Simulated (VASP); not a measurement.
# Hf (Fm-3m) in VASP: further runs, part 2 of 2

VASP 6.6.1.

## (5) Relaxation of cell and atoms, PBE+D4

File INCAR:

```
SYSTEM = Hf
PREC = Accurate ; ENCUT = 600
EDIFF = 1E-7 ; ISMEAR = -1
SIGMA = 0.05 ; LREAL = .False.
LASPH = .True. ; NELM = 80
ALGO = Normal ; ISIF = 3
LWAVE = .False. ; LCHARG = .False.
GGA = PE ; IVDW = 13
IBRION = 2 ; NSW = 60
EDIFFG = -0.01
```

File KPOINTS:

```
Automatic mesh
0
Gamma
  10 10 10
  0 0 0
```

File POSCAR:

```
Hf
1.0
    0.0000000000      2.2200000000      2.2200000000
    2.2200000000      0.0000000000      2.2200000000
    2.2200000000      2.2200000000      0.0000000000
Hf
1
Direct
    0.0000000000      0.0000000000      0.0000000000
```

Potentials or basis: VASP PAW PBE potentials, release 64 (Hf_pv).

Launch:

```
$ cat potpaw_PBE.64/Hf_pv/POTCAR > POTCAR
$ mpirun -np 1 vasp_std > vasp.out
```

OUTCAR:

```text
SYSTEM = Hf
   PREC = Accurate
   ENCUT = 600
   EDIFF = 1E-7
   ISMEAR = -1
   LREAL = .False.
   LASPH = .True.
   NELM = 80
   ISIF = 3
   GGA = PE
   IVDW = 13
   IBRION = 2
   NSW = 60
   EDIFFG = -0.01

 ion  position               nearest neighbor table
   1  0.000  0.000  0.000-

  LATTYP: Found a face centered cubic cell.
 ALAT       =     4.4400000000

  Lattice vectors:

 A1 = (   0.0000000000,   2.2200000000,   2.2200000000)
 A2 = (   2.2200000000,   0.0000000000,   2.2200000000)
 A3 = (   2.2200000000,   2.2200000000,   0.0000000000)

Analysis of symmetry for initial positions (statically):
=====================================================================
 Subroutine PRICEL returns:
 Original cell was already a primitive cell.

 Routine SETGRP: Setting up the symmetry group for a
 face centered cubic supercell.

[... 246 lines left out ...]
  ---------------------------------------------------
  ext. energy  EPLUGINS =         0.00000000
  ---------------------------------------------------
  free energy    TOTEN  =        -9.85844580 eV

  energy without entropy =       -9.84714090  energy(sigma->0) =       -9.85279335

 E-fermi :   4.8357     XC(G=0): -11.3409

 val. band max:        4.8136045051   @ k =   0.3000   0.0000   0.0000
 cond. band min:       4.8661102095   @ k =  -0.2000   0.1000   0.0000
 fundamental gap:      0.0525057044
 Fermi energy:         4.8357402967

 k-point     1 :       0.0000    0.0000    0.0000
  band No.  band energies     occupation
      1     -25.1330      2.00000
      2     -25.1330      2.00000
      3     -25.1330      2.00000
      4      -2.4254      2.00000
      5       6.2413      0.00000
      6       6.2413      0.00000
      7       6.2413      0.00000
      8       9.0761      0.00000
      9       9.0761      0.00000
[... 265 lines left out ...]
 k-point    24 :       0.4000    0.3000    0.0000
  band No.  band energies     occupation
      1     -25.7813      2.00000
      2     -25.3948      2.00000
      3     -25.3674      2.00000
      4       1.5120      2.00000
      5       3.3084      2.00000
      6       5.6879      0.00000
      7       8.9655      0.00000
      8       9.9733      0.00000
      9      11.0794      0.00000

 [... further k-points ...]

------------------------ aborting loop because EDIFF is reached ----------------------------------------

  DFT-D4 for vdW energy calculation

  Edisp (eV):   -0.21185
[... 24 lines left out ...]
  FREE ENERGIE OF THE ION-ELECTRON SYSTEM (eV)
  ---------------------------------------------------
  free  energy   TOTEN  =       -10.0702955248 eV

  energy  without entropy=      -10.0589906243  energy(sigma->0) =      -10.06464307

 reached required accuracy - stopping structural energy minimisation
```

OSZICAR:

```text
N       E                     dE             d eps       ncg     rms          rms(c)
DAV:   1     0.771166192048E+01    0.77117E+01   -0.65349E+03   854   0.116E+03
DAV:   2    -0.992399635618E+01   -0.17636E+02   -0.17213E+02  1312   0.138E+02
DAV:   3    -0.101770349705E+02   -0.25304E+00   -0.24457E+00   948   0.122E+01
DAV:   4    -0.101783870169E+02   -0.13520E-02   -0.13510E-02  1118   0.908E-01
[... 22 lines left out ...]
DAV:   4    -0.985844561474E+01    0.19416E-05   -0.31337E-05   919   0.627E-02    0.963E-02
DAV:   5    -0.985844572884E+01   -0.11410E-06   -0.16508E-05   972   0.263E-02    0.862E-03
DAV:   6    -0.985844591796E+01   -0.18911E-06   -0.36674E-07   912   0.464E-03    0.337E-03
DAV:   7    -0.985844579254E+01    0.12541E-06   -0.12316E-08   432   0.970E-04    0.197E-04
DAV:   8    -0.985844579668E+01   -0.41412E-08   -0.77439E-10   432   0.265E-04
   3 F= -.10070296E+02 E0= -.10064643E+02  d E =-.689017E-03
```

CONTCAR:

```text
Hf
   1.00000000000000
    -0.0000000000000000    2.2272064798575264    2.2272064798575264
     2.2272064798575264   -0.0000000000000000    2.2272064798575264
     2.2272064798575264    2.2272064798575264   -0.0000000000000000
  Hf
     1
Direct
     0.0000000000000000    0.0000000000000000    0.0000000000000000

  0.00000000E+00  0.00000000E+00  0.00000000E+00
```

Wall time 50 s (1 thread of AMD EPYC 7R13, shared host); peak memory 0.17 GiB.

What came out:

* Free energy: -10.0703 eV
* Relaxed volume: 22.10 Å³/atom
* Relaxed cell: a = 3.150 Å, b = 3.150 Å, c = 3.150 Å, α = 60.00°, β = 60.00°, γ = 60.00°
* Space group after relaxing (to 0.05 Å): Fm-3m (No. 225)
* Energy gained by relaxing: 0.7 meV/atom
* Ionic steps: 3
* Pressure after relaxing: 0.0 GPa
* Band gap on the k mesh: zero (band 5 reaches 6.24 eV, above the bottom of band 6 at 4.43 eV)
* Dispersion energy per atom: -0.212 eV

The path:
```csv
step,energy change (eV),largest force (eV/Å),pressure (GPa),volume (Å³)
1,0.0000,0.0000,1.05,21.88
2,0.0002,0.0000,-1.14,22.34
3,-0.0007,0.0000,0.00,22.10
```

Final structure:
```cif
data_structure
_symmetry_space_group_name_H-M 'P 1'
_symmetry_Int_Tables_number 1
_cell_length_a 3.1497
_cell_length_b 3.1497
_cell_length_c 3.1497
_cell_angle_alpha 60.000
_cell_angle_beta 60.000
_cell_angle_gamma 60.000
_cell_volume 22.10
loop_
_atom_site_label
_atom_site_type_symbol
_atom_site_fract_x
_atom_site_fract_y
_atom_site_fract_z
_atom_site_occupancy
Hf1 Hf 0.00000 0.00000 0.00000 1
```

Levels at points of the mesh, in eV from the Fermi level:
```csv
k point,band 3,band 4,band 5,band 6,band 7,band 8
"(0.00, 0.00, 0.00)",-29.97,-7.26,1.41,1.41,1.41,4.24
"(0.50, 0.00, 0.00)",-30.08,-3.68,0.61,1.18,1.18,6.39
"(0.50, 0.50, 0.00)",-30.27,-3.31,-2.18,2.58,6.40,7.03
```

Caveat: spin-orbit coupling is left out, which moves the levels of the heavy elements; pairwise dispersion overbinds metals, which lowers pressure and volume. Zero-point motion and thermal expansion aren't in these numbers.

## (6) Single point, r2SCAN

This run uses another cell than the first one, of 20.57 Å³/atom, 0.940 times its volume.

File POSCAR:

```
Hf
1.0
    0.0000000000      2.1746811613      2.1746811613
    2.1746811613      0.0000000000      2.1746811613
    2.1746811613      2.1746811613      0.0000000000
Hf
1
Direct
    0.0000000000      0.0000000000      0.0000000000
```

File INCAR.step1:

```
SYSTEM = Hf
ALGO     = Normal         ! electronic algorithm
EDIFF    = 1E-4           ! SCF threshold, eV
ENCUT    = 520            ! plane-wave cutoff, eV
GGA      = PE             ! functional
ISMEAR   = -1             ! smearing method
LASPH    = .TRUE.         ! aspherical terms in the spheres
LCHARG   = .FALSE.        ! write CHGCAR
LREAL    = .FALSE.        ! projectors in reciprocal space
LWAVE    = .TRUE.         ! write WAVECAR
NBANDS   = 11             ! bands
NELM     = 100            ! most SCF steps
PREC     = Accurate       ! precision mode
SIGMA    = 0.05           ! smearing width, eV
```

File INCAR.step2:

```
SYSTEM = Hf
ALGO     = Normal         ! electronic algorithm
EDIFF    = 1E-7           ! SCF threshold, eV
ENCUT    = 520            ! plane-wave cutoff, eV
ISIF     = 2              ! what is computed and relaxed
ISMEAR   = -1             ! smearing method
ISTART   = 1            
LASPH    = .TRUE.         ! aspherical terms in the spheres
LCHARG   = .TRUE.         ! write CHGCAR
LELF     = .TRUE.         ! ELF
LMIXTAU  = .TRUE.       
LREAL    = .FALSE.        ! projectors in reciprocal space
LVHAR    = .TRUE.       
LWAVE    = .FALSE.        ! write WAVECAR
METAGGA  = R2SCAN         ! meta-GGA
NBANDS   = 11             ! bands
NELM     = 100            ! most SCF steps
PREC     = Accurate       ! precision mode
SIGMA    = 0.05           ! smearing width, eV
```

File KPOINTS:

```
k-points
0
G
  10 10 10
  0 0 0
```

Potentials or basis: VASP PAW PBE potentials, release 64 (Hf_pv).

Launch:

```
$ cat potpaw_PBE.64/Hf_pv/POTCAR > POTCAR
$ cp INCAR.step1 INCAR
$ mpirun -np 1 vasp_std > vasp.out
$ cp INCAR.step2 INCAR
$ mpirun -np 1 vasp_std > vasp.out
```

OUTCAR:

```text
SYSTEM = Hf
   EDIFF = 1E-7
   ENCUT = 520
   ISIF = 2
   ISMEAR = -1
   ISTART = 1
   LASPH = .TRUE.
   LREAL = .FALSE.
   METAGGA = R2SCAN
   NELM = 100
   PREC = Accurate

 ion  position               nearest neighbor table
   1  0.000  0.000  0.000-

  LATTYP: Found a face centered cubic cell.
 ALAT       =     4.3493623226

  Lattice vectors:

 A1 = (   0.0000000000,   2.1746811613,   2.1746811613)
 A2 = (   2.1746811613,   0.0000000000,   2.1746811613)
 A3 = (   2.1746811613,   2.1746811613,   0.0000000000)

Analysis of symmetry for initial positions (statically):
=====================================================================
 Subroutine PRICEL returns:
 Original cell was already a primitive cell.

 Routine SETGRP: Setting up the symmetry group for a
 face centered cubic supercell.

 Subroutine GETGRP returns: Found 48 space group operations
 (whereof 48 operations were pure point group operations)
 out of a pool of 48 trial point group operations.

The static configuration has the point symmetry O_h .

Analysis of symmetry for dynamics (positions and initial velocities):
=====================================================================
 Subroutine PRICEL returns:
 Original cell was already a primitive cell.
[... 157 lines left out ...]
 fundamental gap:      0.0552811953
 Fermi energy:         5.2185521383

 k-point     1 :       0.0000    0.0000    0.0000
  band No.  band energies     occupation
      1     -25.5748      2.00000
      2     -25.5748      2.00000
      3     -25.5748      2.00000
      4      -2.6257      2.00000
      5       6.8486      0.00000
      6       6.8486      0.00000
      7       6.8486      0.00000
      8      10.1608      0.00000
      9      10.1608      0.00000
     10      17.3243      0.00000
     11      17.5043      0.00000
[... 309 lines left out ...]
 k-point    24 :       0.4000    0.3000    0.0000
  band No.  band energies     occupation
      1     -26.4272      2.00000
      2     -25.9139      2.00000
      3     -25.8771      2.00000
      4       1.6077      2.00000
      5       3.4479      2.00000
      6       6.2701      0.00000
      7       9.9275      0.00000
      8      11.0403      0.00000
      9      12.3708      0.00000
     10      17.5037      0.00000
     11      18.6256      0.00000

 [... further k-points ...]
[... 5 lines left out ...]
  --------------------------------------------------------------------------------------
  -------------------------------------------------------------------------------------
  Total        1.2226844      1.2226844      1.2226844      0.0000000     -0.0000000      0.0000000
  in kB       95.2375457     95.2375457     95.2375457      0.0000000     -0.0000000      0.0000000
  external PRESSURE =      95.2375457 kB  Pullay stress =       0.0000000 kB

 VOLUME and BASIS-vectors are now :
 -----------------------------------------------------------------------------
  energy-cutoff  :      520.00
  volume of cell :       20.57
      direct lattice vectors                 reciprocal lattice vectors
     0.000000000  2.174681161  2.174681161    -0.229918762  0.229918762  0.229918762
     2.174681161  0.000000000  2.174681161     0.229918762 -0.229918762  0.229918762
     2.174681161  2.174681161  0.000000000     0.229918762  0.229918762 -0.229918762

 POSITION                                       TOTAL-FORCE (eV/Angst)
 -----------------------------------------------------------------------------------
      0.00000      0.00000      0.00000         0.000000      0.000000      0.000000
 -----------------------------------------------------------------------------------
    total drift:                               -0.000000      0.000000     -0.000000

  FREE ENERGIE OF THE ION-ELECTRON SYSTEM (eV)
  ---------------------------------------------------
  free  energy   TOTEN  =       -45.0210142451 eV

  energy  without entropy=      -45.0121035100  energy(sigma->0) =      -45.01655888
```

OUTCAR.step1:

```text
SYSTEM = Hf
   EDIFF = 1E-4
   ENCUT = 520
   GGA = PE
   ISMEAR = -1
   LASPH = .TRUE.
   LREAL = .FALSE.
[... 551 lines left out ...]
 -----------------------------------------------------------------------------------
      0.00000      0.00000      0.00000        -0.000000     -0.000000     -0.000000
 -----------------------------------------------------------------------------------
    total drift:                                0.000000      0.000000      0.000000

  FREE ENERGIE OF THE ION-ELECTRON SYSTEM (eV)
  ---------------------------------------------------
  free  energy   TOTEN  =        -9.8030499067 eV

  energy  without entropy=       -9.7928931979  energy(sigma->0) =       -9.79797155
```

Wall time 21 s (1 thread of Intel Xeon Platinum 8559C (Emerald Rapids), shared host); peak memory 0.14 GiB.

What came out:

```yaml
Free_energy: -45.0210 eV
Pressure: 9.5 GPa
Band_gap_on_the_k_mesh: zero (band 5 reaches 6.85 eV, above the bottom of band 6 at 4.82 eV)
```

Caveat: the PAW data sets were made with another functional, which shifts forces and pressure a little; spin-orbit coupling is left out, which moves the levels of the heavy elements.

## (7) The runs side by side

| task | level | cell | cutoff (eV) | smearing | gap on the mesh (eV) | pressure (GPa) | relaxed volume (Å³/atom) |
| --- | --- | --- | --- | --- | --- | --- | --- |
| single point | PBE | a = 3.140 Å, angles 60.0°, 1 atom | 520 | gaussian 0.024 eV | none | 2.5 | - |
| single point | r2SCAN | a = 3.140 Å, angles 60.0°, 1 atom | 520 | fermi-dirac 0.05 eV | none | 2.1 | - |
| relaxation of cell and atoms | PBE+D3(BJ) | relaxed from a = 3.140 Å, angles 60.0°, 1 atom | 600 | fermi-dirac 0.05 eV | none | 0.0 | 21.70 |
| relaxation of cell and atoms | PBE+D4 | relaxed from a = 3.140 Å, angles 60.0°, 1 atom | 600 | fermi-dirac 0.05 eV | none | 0.0 | 22.10 |
| single point | r2SCAN | a = 3.075 Å, angles 60.0°, 1 atom | 520 | fermi-dirac 0.05 eV | none | 9.5 | - |

Alike in all rows: potentials or basis VASP PAW PBE potentials, release 64 (Hf_pv); no spin polarisation; k mesh 10 × 10 × 10.

Caveats: spin-orbit coupling is left out, which moves the levels of the heavy elements; the PAW data sets were made with another functional, which shifts forces and pressure a little (some runs); pairwise dispersion overbinds metals, which lowers pressure and volume (some runs).

Total energies depend on the potentials used, so only differences within one code and one set of settings carry meaning.
